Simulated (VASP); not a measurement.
Wanted: the native input for a VASP 6.6.1 run.

```yaml
Task: single point
Functional: r2SCAN
Potentials_or_basis: VASP PAW PBE potentials, release 64 (Sn_d, Te)
Cutoff: 520 eV
k_mesh: 10 × 10 × 10
Occupations: gaussian, width 0.05 eV
Spin: no spin polarisation
Dipole_correction: no
Further_INCAR_settings: ALGO = Normal; EDIFF = 1e-07; NBANDS = 17
```

SnTe:

```xyz
2
Lattice="0.0000 3.2051 3.2051 3.2051 0.0000 3.2051 3.2051 3.2051 0.0000" Properties=species:S:1:pos:R:3 pbc="T T T"
Sn    3.2051    3.2051    3.2051
Te    0.0000    0.0000    0.0000
```

One way to write it, as run:

POSCAR

```
SnTe
1.0
    0.0000000000      3.2051414516      3.2051414516
    3.2051414516      0.0000000000      3.2051414516
    3.2051414516      3.2051414516      0.0000000000
Sn Te
1 1
Direct
    0.5000000000      0.5000000000      0.5000000000
    0.0000000000      0.0000000000      0.0000000000
```

INCAR.step1

```
  PREC = Accurate
  ENCUT = 520
  ISMEAR = 0
  SIGMA = 0.05
  LREAL = F
  LASPH = T
  NELM = 80
  NBANDS = 17
  GGA = PE
  ALGO = Normal
  EDIFF = 1E-4
  LWAVE = T
  LCHARG = F
```

INCAR.step2

```
  PREC = Accurate
  ENCUT = 520
  EDIFF = 1E-7
  ISMEAR = 0
  SIGMA = 0.05
  LREAL = F
  LASPH = T
  NELM = 80
  ALGO = Normal
  ISIF = 2
  LWAVE = F
  LCHARG = F
  METAGGA = R2SCAN
  LMIXTAU = T
  NBANDS = 17
  ISTART = 1
```

KPOINTS

```
Automatic mesh
0
Gamma
  10 10 10
```

Potentials or basis: VASP PAW PBE potentials, release 64 (Sn_d, Te).

Launch:

```bash
$ cat potpaw_PBE.64/Sn_d/POTCAR potpaw_PBE.64/Te/POTCAR > POTCAR
$ cp INCAR.step1 INCAR
$ mpirun -np 1 vasp_std > vasp.out
$ cp INCAR.step2 INCAR
$ mpirun -np 1 vasp_std > vasp.out
```

It gave:

| Quantity | Value |
| --- | --- |
| Pressure | -0.8 GPa |
| Band gap on the k mesh | 0.19 eV, direct |

Caveat: the PAW data sets were made with another functional, which shifts forces and pressure a little; spin-orbit coupling is left out, which moves the levels of the heavy elements.

It took 2.7 min on 1 thread of Intel(R) Xeon(R) Platinum 8488C (Sapphire Rapids), on a shared host, peak memory 0.24 GiB.
